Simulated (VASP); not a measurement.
Input of a VASP 6.6.1 run:

INCAR

```
PREC = Accurate
ENCUT = 600
EDIFF = 1E-7
ISMEAR = 0
SIGMA = 0.1
LREAL = False
LASPH = True
NELM = 100
ALGO = Normal
ISIF = 3
LWAVE = False
LCHARG = False
GGA = PE
IBRION = 2
NSW = 90
EDIFFG = -0.04
```

The input KPOINTS:

```
Automatic mesh
0
Gamma
  6 6 4
```

File POSCAR:

```
MoW2
1.0
    3.6058499532      0.0000000000      0.0000000000
   -1.8029249766      3.1227576618      0.0000000000
    0.0000000000      0.0000000000      3.8933595841
Mo W
1 2
Direct
    0.0000000000      0.0000000000      0.0000000000
    0.3333333333      0.6666666667      0.5000000000
    0.6666666667      0.3333333333      0.5000000000
```

Potentials or basis: VASP PAW PBE potentials, release 64 (Mo_sv, W_sv).

Command:

```sh
$ cat potpaw_PBE.64/Mo_sv/POTCAR potpaw_PBE.64/W_sv/POTCAR > POTCAR
$ mpirun -np 1 vasp_std > vasp.out
```

Predict the band gap on the k mesh.

zero (bands 21 and 22 overlap by 0.78 eV).

What does it give for the relaxed volume?

16.56 Å³/atom.

Stress tensor (GPa, compression positive):
```
0.01 0.00 0.00
0.00 0.01 0.00
0.00 0.00 0.31
```

Caveat: the k points lie up to 0.59 Å⁻¹ apart in the final cell, too coarse for converged energies and pressures of a metal; a cell axis changed by over 15 % at a fixed basis, so the end point is rough; spin-orbit coupling is left out, which moves the levels of the heavy elements.
